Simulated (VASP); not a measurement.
AlN: single point with PBEsol

AlN:

```
Al N
1.0
     4.37714    0.00000    0.00000
     0.00000   -4.37714    0.00000
     0.00000    0.00000   -4.37714
Al N
4 4
Cartesian
  -0.0891 -0.2520 0.0891
  2.1886 -2.1886 0.0000
  2.1886 0.0000 -2.1886
  0.0000 -2.1886 -2.1886
  3.2829 -3.2829 -3.2829
  1.0943 -1.0943 -3.2829
  1.0943 -3.2829 -1.0943
  3.2829 -1.0943 -1.0943
```

This cell differs from its parent crystal: atom 1 (Al) moved by -0.126 Å along [1 1 0] and -0.252 Å along [0 0 1].

* Program: VASP 6.6.1
* Task: single point
* Functional: PBEsol
* Potentials or basis: VASP PAW PBE potentials, release 64 (Al, N)
* Cutoff: 520 eV
* k mesh: 6 × 6 × 6
* Occupations: gaussian, width 0.05 eV
* Spin: no spin polarisation

The pressure is 2.4 GPa, the largest force is 4.921 eV/Å and the band gap on the k mesh is 1.89 eV, direct.

Forces in eV/Å, atoms in the order of the input:
```
Al   0.931  4.741 -0.931
Al  -0.487 -1.203 -0.331
Al  -0.450  0.822  0.450
Al   0.331 -1.203  0.487
N    0.088 -0.532 -0.088
N    0.886 -1.043  0.955
N   -0.346 -0.540  0.346
N   -0.955 -1.043 -0.886
```

Stress tensor (GPa, compression positive):
```
 3.61 -0.22  4.31
-0.22 -0.08  0.22
 4.31  0.22  3.61
```

Levels at points of the mesh, in eV from the valence-band top:
```csv
k point,band 14,band 15,band 16,band 17,band 18,band 19
"(0.00, 0.00, 0.00)",-0.37,-0.34,0.00,1.89,2.86,3.41
"(0.50, 0.00, 0.00)",-1.46,-1.17,-0.96,4.48,5.35,6.02
"(0.00, 0.50, 0.00)",-1.78,-0.95,-0.66,4.60,5.49,5.90
"(0.50, 0.50, 0.00)",-0.86,-0.78,-0.52,6.28,7.15,7.73
"(0.50, 0.00, 0.50)",-1.27,-0.52,-0.21,6.27,7.24,7.68
"(0.50, 0.50, 0.50)",-0.59,-0.44,-0.06,6.54,6.65,6.80
```

Run time: 110 s on 1 thread of Intel(R) Xeon(R) Platinum 8259CL CPU @ 2.50GHz (Skylake/Cascade Lake) (shared host), peak memory 0.26 GiB.

Caveat: the cell differs from its parent crystal (atom 1 (Al) moved by -0.126 Å along [1 1 0] and -0.252 Å along [0 0 1]); the PAW data sets were made with another functional, which shifts forces and pressure a little.
